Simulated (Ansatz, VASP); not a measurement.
## GaP: VASP beside Ansatz

```
Ga P
1.0
     0.00000    3.05914    2.16281
     3.05914    0.00000    2.16281
     3.05914    3.05914    0.00000
Ga P
1 1
Direct
  0.00000 0.00000 0.00000
  0.75000 0.75000 0.75000
```

Alike in both runs: task single point; functional LDA; k mesh 10 × 10 × 10; occupations gaussian, width 0.05 eV; no spin polarisation.

```csv
,VASP,Ansatz
version,VASP 6.6.1,Ansatz 0.2.0
potentials or method,"VASP PAW LDA potentials, release 64 (Ga_d, P), cutoff 520 eV","scalar-relativistic, plane waves, PAW"
valence electrons in the cell,18,18
```

Ansatz gave:

| Quantity | Value |
| --- | --- |
| gap on the k mesh at the Fermi level (eV) | none |
| pressure (GPa) | -5.7 |
| traceless stress, the component that is largest in VASP (GPa) | 8.16 |

Task: Which values does VASP return?

Result: gap on the k mesh at the Fermi level (eV): none; pressure (GPa): -5.7; traceless stress, the component that is largest in VASP (GPa): 8.15.

LDA's correlation is that of Perdew and Zunger in VASP and of Perdew and Wang (1992) in Ansatz. A gap of «none» marks a metal or a gap that the smearing closes.
